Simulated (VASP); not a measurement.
# In (P-6m2) in VASP: notebook

The runs below take In through relaxation of cell and atoms, single point, with PBE.

All numbers are computed with VASP 6.6.1; they aren't measurements. Logs are shortened: lines on timing, memory, paths and dates and some standing lists are left out, and cuts for length are marked.

**1. The cell of the first run**

Symmetry: P-6m2, No. 187, hexagonal system. The conventional cell has a = 3.943 Å, b = 3.943 Å, c = 6.216 Å, α = 90.00°, β = 90.00°, γ = 120.00°. In (site symmetry 3m) has 5 In at 2.80 to 3.42 Å within 3.7 Å. Within 4.0 Å of In (site symmetry -6m2) lie 12 In at 2.85 to 3.94 Å.

The cell was generated, and may not be a known phase.

**2. Relaxation of cell and atoms, PBE**

INCAR

```
SYSTEM = In
ALGO     = Normal         ! electronic algorithm
EDIFF    = 1E-7           ! SCF threshold, eV
EDIFFG   = -0.04          ! ionic threshold
ENCUT    = 600            ! plane-wave cutoff, eV
GGA      = PE             ! functional
IBRION   = 2              ! ionic algorithm
ISIF     = 3              ! what is computed and relaxed
ISMEAR   = 0              ! smearing method
LASPH    = .TRUE.         ! aspherical terms in the spheres
LCHARG   = .FALSE.        ! write CHGCAR
LREAL    = .FALSE.        ! projectors in reciprocal space
LWAVE    = .FALSE.        ! write WAVECAR
NELM     = 80             ! most SCF steps
NSW      = 90             ! ionic steps
PREC     = Accurate       ! precision mode
SIGMA    = 0.1            ! smearing width, eV
```

KPOINTS

```
k-points
0
G
  6 6 4
  0 0 0
```

POSCAR

```
In
1.0
    3.9433789600      0.0000000000      0.0000000000
   -1.9716894800      3.4150663600      0.0000000000
    0.0000000000      0.0000000000      6.2162732100
In
3
Direct
    0.6666666700      0.3333333300      0.7249647000
    0.6666666700      0.3333333300      0.2750353000
    0.0000000000      0.0000000000      0.0000000000
```

Potentials or basis: VASP PAW PBE potentials, release 64 (In_d).

Started as:

```
$ cat potpaw_PBE.64/In_d/POTCAR > POTCAR
$ mpirun -np 1 vasp_std > vasp.out
```

OUTCAR:

```text
SYSTEM = In
   EDIFF = 1E-7
   EDIFFG = -0.04
   ENCUT = 600
   GGA = PE
   IBRION = 2
   ISIF = 3
   ISMEAR = 0
   LASPH = .TRUE.
   LREAL = .FALSE.
   NELM = 80
   NSW = 90
   PREC = Accurate

 ion  position               nearest neighbor table
   1  0.667  0.333  0.725-   2 2.80   3 2.85   3 2.85   3 2.85   2 3.42
   2  0.667  0.333  0.275-   1 2.80   3 2.85   3 2.85   3 2.85   1 3.42
   3  0.000  0.000  0.000-   1 2.85   2 2.85   1 2.85   2 2.85   1 2.85   2 2.85

  LATTYP: Found a hexagonal cell.
 ALAT       =     3.9433789600
 C/A-ratio  =     1.5763824053

  Lattice vectors:

 A1 = (   3.9433789600,   0.0000000000,   0.0000000000)
 A2 = (  -1.9716894800,   3.4150663600,   0.0000000000)
 A3 = (   0.0000000000,   0.0000000000,   6.2162732100)

Analysis of symmetry for initial positions (statically):
=====================================================================
 Subroutine PRICEL returns:
 Original cell was already a primitive cell.

 Routine SETGRP: Setting up the symmetry group for a
 hexagonal supercell.

 Subroutine GETGRP returns: Found 12 space group operations
 (whereof 12 operations were pure point group operations)
 out of a pool of 24 trial point group operations.

The static configuration has the point symmetry D_3h.

Analysis of symmetry for dynamics (positions and initial velocities):
=====================================================================
 Subroutine PRICEL returns:
 Original cell was already a primitive cell.

 Routine SETGRP: Setting up the symmetry group for a
 hexagonal supercell.

 Subroutine GETGRP returns: Found 12 space group operations
 (whereof 12 operations were pure point group operations)
 out of a pool of 24 trial point group operations.

The dynamic configuration has the point symmetry D_3h.

 Subroutine INISYM returns: Found 12 space group operations
 (whereof 12 operations are pure point group operations),
 and found     1 'primitive' translations

----------------------------------------------------------------------------------------

                                     Primitive cell

  volume of cell :      83.7139

  direct lattice vectors                    reciprocal lattice vectors
     3.943378960  0.000000000  0.000000000     0.253589627  0.146410039  0.000000000
    -1.971689480  3.415066360  0.000000000     0.000000000  0.292820079  0.000000000
     0.000000000  0.000000000  6.216273210     0.000000000  0.000000000  0.160868090

  length of vectors
     3.943378960  3.943378963  6.216273210     0.292820079  0.292820079  0.160868090

  position of ions in fractional coordinates (direct lattice)
     0.666666670  0.333333330  0.724964700
     0.666666670  0.333333330  0.275035300
     0.000000000  0.000000000  0.000000000

  ion indices of the primitive-cell ions
   primitive index   ion index
                 1           1
                 2           2
                 3           3

----------------------------------------------------------------------------------------

 KPOINTS: k-points

Automatic generation of k-mesh.
 Grid dimensions read from file:
 generate k-points for:    6    6    4

 Generating k-lattice:

  Cartesian coordinates                     Fractional coordinates (reciprocal lattice)
     0.042264938  0.024401673  0.000000000     0.166666667 -0.000000000  0.000000000
     0.000000000  0.048803346  0.000000000     0.000000000  0.166666667  0.000000000
     0.000000000  0.000000000  0.040217023     0.000000000  0.000000000  0.250000000

  Length of vectors
     0.048803346  0.048803346  0.040217023

  Shift w.r.t. Gamma in fractional coordinates (k-lattice)
     0.000000000  0.000000000  0.000000000

 Subroutine IBZKPT returns following result:
 ===========================================

 Found     21 irreducible k-points:

 Following reciprocal coordinates:
            Coordinates               Weight
  0.000000  0.000000  0.000000      1.000000
  0.166667  0.000000  0.000000      6.000000
  0.333333  0.000000  0.000000      6.000000
  0.500000  0.000000  0.000000      3.000000
  0.166667  0.166667  0.000000      6.000000
  0.333333  0.166667  0.000000     12.000000
[... 13 lines left out ...]
  0.333333  0.166667  0.500000     12.000000
  0.333333  0.333333  0.500000      2.000000
   k-points           NKPTS =     21   k-points in BZ     NKDIM =     21   number of bands    NBANDS=     23
   number of dos      NEDOS =    301   number of ions     NIONS =      3
   total plane-waves  NPLWV =  51200
   dimension x,y,z NGX =    32 NGY =   32 NGZ =   50
   dimension x,y,z NGXF=    64 NGYF=   64 NGZF=  100
   ions per type =               3
   NGX,Y,Z   is equivalent  to a cutoff of  13.49, 13.49, 13.37 a.u.
   NGXF,Y,Z  is equivalent  to a cutoff of  26.98, 26.98, 26.74 a.u.
 SYSTEM =  In
   PREC   = accura    normal or accurate (medium, high low for compatibility)
   ISTART =      0    job   : 0-new  1-cont  2-samecut
   ICHARG =      2    charge: 1-file 2-atom 10-const
   ISPIN  =      1    spin polarized calculation?
   LNONCOLLINEAR =      F non collinear calculations
   LSORBIT =      F    spin-orbit coupling
   LASPH  =      T    aspherical Exc in radial PAW
   ENCUT  =  600.0 eV  44.10 Ry    6.64 a.u.   7.88  7.88 12.42*2*pi/ulx,y,z
   NELM   =     80;   NELMIN=  2; NELMDL= -5     # of ELM steps
   EDIFF  = 0.1E-06   stopping-criterion for ELM
   LREAL  =      F    real-space projection
   EDIFFG = -.4E-01   stopping-criterion for IOM
   NSW    =     90    number of steps for IOM
   IBRION =      2    ionic relax: 0-MD 1-quasi-New 2-CG
   NFREE  =      1    steps in history (QN), initial steepest desc. (CG)
   ISIF   =      3    stress and relaxation
   ISYM   =      2    0-nonsym 1-usesym 2-fastsym
   POTIM  = 0.5000    time-step for ionic-motion
   TEBEG  =    0.0;   TEEND  =   0.0 temperature during run
   PSTRESS=    0.0 pullay stress
   NELECT =      39.0000    total number of electrons
   NUPDOWN=      -1.0000    fix difference up-down
   EMIN   =  10.00;   EMAX   =-10.00  energy-range for DOS
   EFERMI =   0.00;   METHOD = LEGACY
   ISMEAR =     0;   SIGMA  =   0.10  broadening in eV -4-tet -1-fermi 0-gaus
   EFERMI_NEDOS =   21; number of points for ismear=-14 and -15
   IALGO  =     38    algorithm
   IMIX   =      4    mixing-type and parameters
     AMIX     =   0.40;   BMIX     =  1.00
     AMIX_MAG =   1.60;   BMIX_MAG =  1.00
  volume/ion in A,a.u.               =      27.90       188.31
  Fermi-wavevector in a.u.,A,eV,Ry     =   1.269104  2.398258 21.913873  1.610624
  Thomas-Fermi vector in A             =   2.402163
   LORBIT       =      0    0 simple, 1 ext, 2 COOP (PROOUT), +10 PAW based schemes
   GGA     = PE    functional components
   LHFCALC =     F    Hartree Fock is set to
   AEXX    =    0.0000 exact exchange contribution
   IVDW    =     0    specifies the selected vdW correction
   LEPSILON=     F    determine dielectric tensor
   LRPA    =     F    only Hartree local field effects (RPA)
 conjugate gradient relaxation of ions
 non-spin polarized calculation
 Gauss-broadening in eV      SIGMA  =   0.10
  energy-cutoff  :      600.00
  volume of cell :       83.71
 maximum number of plane-waves:      2820
 NGX is ok and might be reduce to    32
   NGX = 15   NGY = 15   NGZ = 25

--------------------------------------- Ionic step        1  -------------------------------------------

 number of electron      38.9999994 magnetization

 Free energy of the ion-electron system (eV)
  ---------------------------------------------------
  ext. energy  EPLUGINS =         0.00000000
  ---------------------------------------------------
  free energy    TOTEN  =        -6.76134704 eV

  energy without entropy =       -6.74638703  energy(sigma->0) =       -6.75386704

------------------------ aborting loop because EDIFF is reached ----------------------------------------

  FORCE on cell =-STRESS in cart. coord.  units (eV):
  Direction    XX          YY          ZZ          XY          YZ          ZX
  --------------------------------------------------------------------------------------
  -------------------------------------------------------------------------------------
  Total        2.9279449      2.9279449      5.0669219      0.0000000     -0.0000000      0.0000000
  in kB       56.0371099     56.0371101     96.9743861      0.0000000     -0.0000000      0.0000000
  external PRESSURE =      69.6828687 kB  Pullay stress =       0.0000000 kB
[... 92 lines left out ...]
  FREE ENERGIE OF THE ION-ELECTRON SYSTEM (eV)
  ---------------------------------------------------
  free  energy   TOTEN  =        -7.1255197814 eV

  energy  without entropy=       -7.1080743843  energy(sigma->0) =       -7.11679708

 E-fermi :   4.8177     XC(G=0):  -8.9049

 val. band max:        4.7978860284   @ k =   0.1667   0.0000   0.5000
 cond. band min:       4.8216634351   @ k =   0.3333   0.1667   0.2500
 fundamental gap:      0.0237774067
 Fermi energy:         4.8176677009

 k-point     1 :       0.0000    0.0000    0.0000
  band No.  band energies     occupation
      1      -9.9106      2.00000
      2      -9.8634      2.00000
      3      -9.8634      2.00000
      4      -9.8589      2.00000
      5      -9.8589      2.00000
      6      -9.6517      2.00000
[... 535 lines left out ...]
     22       7.2589      0.00000
     23       7.9533      0.00000

[... ionic steps 4 to 9 ...]

--------------------------------------- Ionic step       10  -------------------------------------------

 number of electron      39.0000008 magnetization

------------------------ aborting loop because EDIFF is reached ----------------------------------------

  FORCE on cell =-STRESS in cart. coord.  units (eV):
  Direction    XX          YY          ZZ          XY          YZ          ZX
  --------------------------------------------------------------------------------------
  -------------------------------------------------------------------------------------
  Total        0.1071612      0.1071612      0.0743683      0.0000000      0.0000000      0.0000000
  in kB        1.8617315      1.8617315      1.2920145      0.0000000      0.0000000      0.0000000
  external PRESSURE =       1.6718259 kB  Pullay stress =       0.0000000 kB
[... 59 lines left out ...]
  energy  without entropy=       -7.2927421729  energy(sigma->0) =       -7.30264738

--------------------------------------- Ionic step       12  -------------------------------------------

 number of electron      38.9999993 magnetization

 Free energy of the ion-electron system (eV)
  ---------------------------------------------------
  ext. energy  EPLUGINS =         0.00000000
  ---------------------------------------------------
  free energy    TOTEN  =        -7.31364053 eV

  energy without entropy =       -7.29338776  energy(sigma->0) =       -7.30351415

 E-fermi :   5.7048     XC(G=0):  -9.3724

 val. band max:        5.6659700665   @ k =   0.3333   0.1667   0.5000
 cond. band min:       5.7140919207   @ k =   0.3333   0.3333   0.2500
 fundamental gap:      0.0481218542
 Fermi energy:         5.7048271973

 k-point     1 :       0.0000    0.0000    0.0000
  band No.  band energies     occupation
      1      -9.0559      2.00000
      2      -8.9610      2.00000
      3      -8.9610      2.00000
      4      -8.9538      2.00000
      5      -8.9538      2.00000
      6      -8.8154      2.00000
[... 565 lines left out ...]
  FREE ENERGIE OF THE ION-ELECTRON SYSTEM (eV)
  ---------------------------------------------------
  free  energy   TOTEN  =        -7.3136405332 eV

  energy  without entropy=       -7.2933877638  energy(sigma->0) =       -7.30351415

 reached required accuracy - stopping structural energy minimisation
```

Run time: 12 min. Hardware: 1 thread of Intel Xeon 8259CL, shared host; peak memory 0.24 GiB.

Results:

```yaml
Free_energy: -7.3136 eV
Relaxed_volume: 30.97 Å³/atom
Relaxed_cell: a = 3.821 Å, b = 3.821 Å, c = 7.348 Å, α = 90.00°, β = 90.00°, γ = 120.00°
Space_group_after_relaxing_to_0.1_Å: P-6m2 (No. 187)
Energy_gained_by_relaxing: 184.1 meV/atom
Ionic_steps: 12
Pressure_after_relaxing: -0.1 GPa
Largest_force_after_relaxing: 0.014 eV/Å
Band_gap_on_the_k_mesh: zero (an odd number of electrons rules out a gap without spin polarisation)
```

Forces on the atoms (eV/Å):
```
In   0.000  0.000 -0.014
In   0.000  0.000  0.014
In   0.000  0.000  0.000
```

Step by step:
```tsv
step	energy change (eV)	largest force (eV/Å)	pressure (GPa)	volume (Å³)
1	0.0000	0.7600	6.97	83.71
2	-0.3618	0.2195	0.00	99.26
3	-0.3642	0.1202	-0.90	102.81
4	-0.3659	0.1550	-0.59	101.51
5	-0.4286	0.2073	-0.97	101.24
6	-0.4942	0.2668	-1.47	99.76
7	-0.4956	0.2563	-1.45	100.09
8	-0.5365	0.2864	-0.03	93.35
9	-0.5371	0.2938	0.20	92.46
10	-0.5497	0.1219	0.17	92.22
11	-0.5512	0.0274	0.19	92.10
12	-0.5523	0.0145	-0.11	92.92
```

Final structure:
```
In
1.0
     3.82107    0.00000    0.00000
    -1.91054    3.30914    0.00000
     0.00000    0.00000    7.34835
In
3
Direct
  0.66667 0.33333 0.70232
  0.66667 0.33333 0.29768
  0.00000 0.00000 0.00000
```

Caveat: a cell axis changed by over 15 % at a fixed basis, so the end point is rough; spin-orbit coupling is left out, which moves the levels of the heavy elements.

**3. Single point, PBE**

This run uses another cell than the first one, of 28.09 Å³/atom.

INCAR

```
PREC     = Accurate       # precision mode
ENCUT    = 520            # plane-wave cutoff, eV
EDIFF    = 1E-6           # SCF threshold, eV
ISMEAR   = 0              # smearing method
SIGMA    = 0.1            # smearing width, eV
LREAL    = False          # projectors in reciprocal space
LASPH    = True           # aspherical terms in the spheres
NELM     = 100            # most SCF steps
ALGO     = Fast           # electronic algorithm
ISIF     = 2              # what is computed and relaxed
LWAVE    = False          # write WAVECAR
LCHARG   = False          # write CHGCAR
GGA      = PE             # functional
NBANDS   = 26             # bands
```

KPOINTS

```
Automatic mesh
0
Gamma
  18 18 6
```

POSCAR

```
In
1.0
    3.3533592512      0.0000000000      0.0000000000
   -1.6766796256      2.9040942995      0.0000000000
    0.0000000000      0.0000000000      8.6526546452
In
3
Direct
    0.6666666667      0.3333333333      0.6796642660
    0.6666666667      0.3333333333      0.3203357340
    0.0000000000      0.0000000000      0.0000000000
```

Potentials or basis: VASP PAW PBE potentials, release 64 (In_d).

Started as:

```
$ cat potpaw_PBE.64/In_d/POTCAR > POTCAR
$ mpirun -np 1 vasp_std > vasp.out
```

Run time: 10 min. Hardware: 1 thread of Intel Xeon 8259CL, shared host; peak memory 0.39 GiB.

Results (log left out):

```
Free energy            : -7.6342 eV
Pressure               : -0.1 GPa
Band gap on the k mesh : zero (an odd number of electrons rules out a gap without spin polarisation)
```

Levels at points of the mesh, in eV from the Fermi level:
```csv
k point,band 17,band 18,band 19,band 20,band 21,band 22
"(0.00, 0.00, 0.00)",-7.16,-6.70,-0.20,0.13,8.30,8.30
"(0.50, 0.00, 0.00)",-3.92,-2.74,-2.28,-1.76,-1.23,3.63
"(0.00, 0.00, 0.50)",-8.40,-4.78,-3.26,4.47,5.01,8.77
"(0.50, 0.00, 0.50)",-4.16,-3.48,-2.79,-0.27,0.06,0.73
```

Caveat: spin-orbit coupling is left out, which moves the levels of the heavy elements.

The gap in the log of VASP goes by the Fermi energy; the results here count the filled bands.